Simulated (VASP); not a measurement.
# Y (I4/mmm) in VASP: further runs

Runs on Y. Level: r2SCAN. Tasks: single point.

All numbers are computed with VASP 6.6.1; they aren't measurements. Logs are shortened: lines on timing, memory, paths and dates and some standing lists are left out, and cuts for length are marked.

## (1) The cell of the first run

It takes space group I4/mmm (No. 139, tetragonal). The conventional cell has a = 3.233 Å, b = 3.233 Å, c = 4.970 Å, α = 90.00°, β = 90.00°, γ = 90.00°. Within 4.3 Å of Y (site symmetry 4/mmm) lie 12 Y at 3.23 to 3.38 Å.

## (2) Single point, r2SCAN (strain -0.080 along x and y, +0.000 along z)

Contents of POSCAR:

```
Y
1.0
    0.0000000000      2.2862000000      2.4850000000
    2.2862000000      0.0000000000      2.4850000000
    2.2862000000      2.2862000000      0.0000000000
Y
1
Direct
    0.0000000000      0.0000000000      0.0000000000
```

Contents of INCAR.step1:

```
PREC = Accurate
ENCUT = 520
ISMEAR = 0
SIGMA = 0.15
LREAL = F
LASPH = T
NELM = 100
NBANDS = 12
GGA = PE
ALGO = Normal
EDIFF = 1E-4
LWAVE = T
LCHARG = F
```

Contents of INCAR.step2:

```
PREC = Accurate
ENCUT = 520
EDIFF = 1E-7
ISMEAR = 0
SIGMA = 0.15
LREAL = F
LASPH = T
NELM = 100
ALGO = Normal
ISIF = 2
LWAVE = F
LCHARG = F
METAGGA = R2SCAN
LMIXTAU = T
NBANDS = 12
ISTART = 1
```

Contents of KPOINTS:

```
regular mesh
0
Gamma
  16 16 16
```

Potentials or basis: VASP PAW PBE potentials, release 64 (Y_sv).

Command:

```console
$ cat potpaw_PBE.64/Y_sv/POTCAR > POTCAR
$ cp INCAR.step1 INCAR
$ mpirun -np 1 vasp_std > vasp.out
$ cp INCAR.step2 INCAR
$ mpirun -np 1 vasp_std > vasp.out
```

OUTCAR:

```text
PREC = Accurate
   ENCUT = 520
   EDIFF = 1E-7
   ISMEAR = 0
   LREAL = F
   LASPH = T
   NELM = 100
   ISIF = 2
   METAGGA = R2SCAN
   ISTART = 1

 ion  position               nearest neighbor table
   1  0.000  0.000  0.000-

  LATTYP: Found a body centered tetragonal cell.
 ALAT       =     3.2331750463
 C/A-ratio  =     1.5371886548

  Lattice vectors:

 A1 = (  -2.2862000000,   0.0000000000,   2.4850000000)
 A2 = (   2.2862000000,   0.0000000000,   2.4850000000)
 A3 = (   0.0000000000,   2.2862000000,  -2.4850000000)

Analysis of symmetry for initial positions (statically):
=====================================================================
 Subroutine PRICEL returns:
 Original cell was already a primitive cell.

 Routine SETGRP: Setting up the symmetry group for a
 body centered tetragonal supercell.

 Subroutine GETGRP returns: Found 16 space group operations
 (whereof 16 operations were pure point group operations)
 out of a pool of 16 trial point group operations.

The static configuration has the point symmetry D_4h.

Analysis of symmetry for dynamics (positions and initial velocities):
=====================================================================
 Subroutine PRICEL returns:
 Original cell was already a primitive cell.

 Routine SETGRP: Setting up the symmetry group for a
 body centered tetragonal supercell.

 Subroutine GETGRP returns: Found 16 space group operations
 (whereof 16 operations were pure point group operations)
 out of a pool of 16 trial point group operations.

The dynamic configuration has the point symmetry D_4h.

 Subroutine INISYM returns: Found 16 space group operations
 (whereof 16 operations are pure point group operations),
 and found     1 'primitive' translations

----------------------------------------------------------------------------------------

                                     Primitive cell

  volume of cell :      25.9768

  direct lattice vectors                    reciprocal lattice vectors
     0.000000000  2.286200000  2.485000000    -0.218703526  0.218703526  0.201207243
     2.286200000  0.000000000  2.485000000     0.218703526 -0.218703526  0.201207243
     2.286200000  2.286200000  0.000000000     0.218703526  0.218703526 -0.201207243

  length of vectors
     3.376675205  3.376675205  3.233175046     0.368980784  0.368980784  0.368980784

[... 83 lines left out ...]
   NFREE  =      0    steps in history (QN), initial steepest desc. (CG)
   ISIF   =      2    stress and relaxation
   ISYM   =      2    0-nonsym 1-usesym 2-fastsym
   POTIM  = 0.5000    time-step for ionic-motion
   TEBEG  =    0.0;   TEEND  =   0.0 temperature during run
   PSTRESS=    0.0 pullay stress
   NELECT =      11.0000    total number of electrons
   NUPDOWN=      -1.0000    fix difference up-down
   EMIN   =  10.00;   EMAX   =-10.00  energy-range for DOS
   EFERMI =   0.00;   METHOD = LEGACY
   ISMEAR =     0;   SIGMA  =   0.15  broadening in eV -4-tet -1-fermi 0-gaus
   EFERMI_NEDOS =   21; number of points for ismear=-14 and -15
   IALGO  =     38    algorithm
   IMIX   =      4    mixing-type and parameters
     AMIX     =   0.40;   BMIX     =  1.00
     AMIX_MAG =   1.60;   BMIX_MAG =  1.00
  volume/ion in A,a.u.               =      25.98       175.30
  Fermi-wavevector in a.u.,A,eV,Ry     =   1.229355  2.323145 20.562684  1.511315
  Thomas-Fermi vector in A             =   2.364246
   LORBIT       =      0    0 simple, 1 ext, 2 COOP (PROOUT), +10 PAW based schemes
   METAGGA = R2SCAN    functional components
   LHFCALC =     F    Hartree Fock is set to
   AEXX    =    0.0000 exact exchange contribution
   IVDW    =     0    specifies the selected vdW correction
   LEPSILON=     F    determine dielectric tensor
   LRPA    =     F    only Hartree local field effects (RPA)
 non-spin polarized calculation
 Gauss-broadening in eV      SIGMA  =   0.15
  energy-cutoff  :      520.00
  volume of cell :       25.98
 maximum number of plane-waves:       717
 NGX is ok and might be reduce to    28
   NGX = 13   NGY = 13   NGZ = 13

 number of electron      11.0000000 magnetization

 Free energy of the ion-electron system (eV)
  ---------------------------------------------------
  ext. energy  EPLUGINS =         0.00000000
  ---------------------------------------------------
  free energy    TOTEN  =       -19.96462376 eV

  energy without entropy =      -19.95037582  energy(sigma->0) =      -19.95749979

 E-fermi :   4.3236     XC(G=0): -11.1166

 val. band max:        4.3219132822   @ k =  -0.4375   0.2500   0.1875
 cond. band min:       4.3283974530   @ k =  -0.3125   0.2500   0.1250
 fundamental gap:      0.0064841708
 Fermi energy:         4.3235772472

 k-point     1 :       0.0000    0.0000    0.0000
  band No.  band energies     occupation
      1     -39.3714      2.00000
      2     -18.1452      2.00000
      3     -18.1446      2.00000
      4     -18.1446      2.00000
      5      -0.8625      2.00000
      6       6.1078      0.00000
      7       6.9166      0.00000
      8       6.9166      0.00000
      9       8.6215      0.00000
     10       9.9722      0.00000
     11      14.3536      0.00000
     12      17.2462      0.00000
[... 331 lines left out ...]
 k-point    24 :      -0.0625    0.0625    0.0000
  band No.  band energies     occupation
      1     -39.3520      2.00000
      2     -18.2872      2.00000
      3     -18.1737      2.00000
      4     -18.1456      2.00000
      5      -0.4997      2.00000
      6       6.3239      0.00000
      7       6.3644      0.00000
      8       7.0760      0.00000
      9       8.7163      0.00000
     10       9.5186      0.00000
     11      15.2026      0.00000
     12      17.6923      0.00000

 [... further k-points ...]

------------------------ aborting loop because EDIFF is reached ----------------------------------------

  FORCE on cell =-STRESS in cart. coord.  units (eV):
  Direction    XX          YY          ZZ          XY          YZ          ZX
  --------------------------------------------------------------------------------------
  -------------------------------------------------------------------------------------
  Total        2.2599448      2.2599448      2.0039860      0.0000000      0.0000000      0.0000000
  in kB      139.3874219    139.3874219    123.6005574      0.0000000      0.0000000      0.0000000
  external PRESSURE =     134.1251337 kB  Pullay stress =       0.0000000 kB

 VOLUME and BASIS-vectors are now :
 -----------------------------------------------------------------------------
  energy-cutoff  :      520.00
  volume of cell :       25.98
      direct lattice vectors                 reciprocal lattice vectors
     0.000000000  2.286200000  2.485000000    -0.218703526  0.218703526  0.201207243
     2.286200000  0.000000000  2.485000000     0.218703526 -0.218703526  0.201207243
     2.286200000  2.286200000  0.000000000     0.218703526  0.218703526 -0.201207243

 POSITION                                       TOTAL-FORCE (eV/Angst)
 -----------------------------------------------------------------------------------
      0.00000      0.00000      0.00000         0.000000      0.000000      0.000000
 -----------------------------------------------------------------------------------
    total drift:                                0.000000     -0.000000     -0.000000

  FREE ENERGIE OF THE ION-ELECTRON SYSTEM (eV)
  ---------------------------------------------------
  free  energy   TOTEN  =       -19.9646237550 eV

  energy  without entropy=      -19.9503758229  energy(sigma->0) =      -19.95749979
```

OUTCAR.step1:

```text
PREC = Accurate
   ENCUT = 520
   ISMEAR = 0
   LREAL = F
   LASPH = T
[... 577 lines left out ...]

 POSITION                                       TOTAL-FORCE (eV/Angst)
 -----------------------------------------------------------------------------------
      0.00000      0.00000      0.00000        -0.000000      0.000000      0.000000
 -----------------------------------------------------------------------------------
    total drift:                                0.000000     -0.000000     -0.000000

  FREE ENERGIE OF THE ION-ELECTRON SYSTEM (eV)
  ---------------------------------------------------
  free  energy   TOTEN  =        -6.1937604489 eV

  energy  without entropy=       -6.1792515698  energy(sigma->0) =       -6.18650601
```

It took 3.6 min on 1 thread of Intel Xeon 6975P-C (Granite Rapids), shared host; peak memory 0.27 GiB.

Results:

```yaml
Free_energy: -19.9646 eV
Pressure: 13.4 GPa
Band_gap_on_the_k_mesh: zero (an odd number of electrons rules out a gap without spin polarisation)
```

Stress tensor (GPa, compression positive):
```
13.94  0.00  0.00
 0.00 13.94  0.00
 0.00  0.00 12.36
```

Levels at points of the mesh, in eV from the Fermi level:
| k point | band 2 | band 3 | band 4 | band 5 | band 6 | band 7 | band 8 | band 9 | band 10 | band 11 |
| --- | --- | --- | --- | --- | --- | --- | --- | --- | --- | --- |
| (0.00, 0.00, 0.00) | -22.47 | -22.47 | -22.47 | -5.19 | 1.78 | 2.59 | 2.59 | 4.30 | 5.65 | 10.03 |
| (0.50, 0.00, 0.00) | -23.69 | -22.67 | -22.55 | -2.29 | 1.38 | 1.58 | 2.49 | 6.71 | 7.20 | 9.73 |
| (0.50, 0.50, 0.00) | -23.58 | -22.79 | -22.79 | -2.38 | -1.12 | 2.51 | 7.11 | 7.51 | 7.51 | 10.60 |
| (0.50, 0.00, 0.50) | -23.60 | -23.04 | -22.83 | -2.45 | -1.43 | 3.82 | 6.85 | 6.97 | 8.02 | 9.10 |

Caveat: the cell differs from its parent crystal (strain -0.080 along x and y, +0.000 along z); the cell stands under pressure; the PAW data sets were made with another functional, which shifts forces and pressure a little.

## (3) Single point, r2SCAN (strain -0.040 along x and y, -0.080 along z)

Contents of POSCAR:

```
Y
1.0
    0.0000000000      2.3856000000      2.2862000000
    2.3856000000      0.0000000000      2.2862000000
    2.3856000000      2.3856000000      0.0000000000
Y
1
Direct
    0.0000000000      0.0000000000      0.0000000000
```

Contents of INCAR.step1:

```
SYSTEM = Y
ALGO = Normal
EDIFF = 1E-4
ENCUT = 520
GGA = PE
ISMEAR = 0
LASPH = .TRUE.
LCHARG = .FALSE.
LREAL = .FALSE.
LWAVE = .TRUE.
NBANDS = 12
NELM = 80
PREC = Accurate
SIGMA = 0.15
```

Contents of INCAR.step2:

```
SYSTEM = Y
ALGO = Normal
EDIFF = 1E-7
ENCUT = 520
ISIF = 2
ISMEAR = 0
ISTART = 1
LASPH = .TRUE.
LCHARG = .TRUE.
LELF = .TRUE.
LMIXTAU = .TRUE.
LREAL = .FALSE.
LVHAR = .TRUE.
LWAVE = .FALSE.
METAGGA = R2SCAN
NBANDS = 12
NELM = 80
PREC = Accurate
SIGMA = 0.15
```

Contents of KPOINTS:

```
k-points
0
G
  16 16 16
  0 0 0
```

Potentials or basis: VASP PAW PBE potentials, release 64 (Y_sv).

Command:

```console
$ cat potpaw_PBE.64/Y_sv/POTCAR > POTCAR
$ cp INCAR.step1 INCAR
$ mpirun -np 1 vasp_std > vasp.out
$ cp INCAR.step2 INCAR
$ mpirun -np 1 vasp_std > vasp.out
```

Run time: 5 min. Hardware: 1 thread of Intel Xeon 6975P-C (Granite Rapids), shared host; peak memory 0.28 GiB.

The run converged. Its results:

```yaml
Free_energy: -19.9739 eV
Pressure: 13.3 GPa
Band_gap_on_the_k_mesh: zero (an odd number of electrons rules out a gap without spin polarisation)
```

Stress tensor (GPa, compression positive):
```
13.10  0.00  0.00
 0.00 13.10  0.00
 0.00  0.00 13.84
```

Levels at points of the mesh, in eV from the Fermi level:
```tsv
k point	band 2	band 3	band 4	band 5	band 6	band 7	band 8	band 9
(0.00, 0.00, 0.00)	-22.47	-22.46	-22.46	-5.19	2.17	2.17	2.54	4.72
(0.50, 0.00, 0.00)	-23.68	-22.64	-22.58	-2.28	1.36	1.76	2.27	6.81
(0.50, 0.50, 0.00)	-23.58	-22.93	-22.93	-2.44	-1.49	3.83	6.99	7.52
(0.50, 0.00, 0.50)	-23.59	-22.90	-22.81	-2.41	-1.27	3.13	6.99	7.29
```

Caveat: the cell differs from its parent crystal (strain -0.040 along x and y, -0.080 along z); the cell stands under pressure; the PAW data sets were made with another functional, which shifts forces and pressure a little.
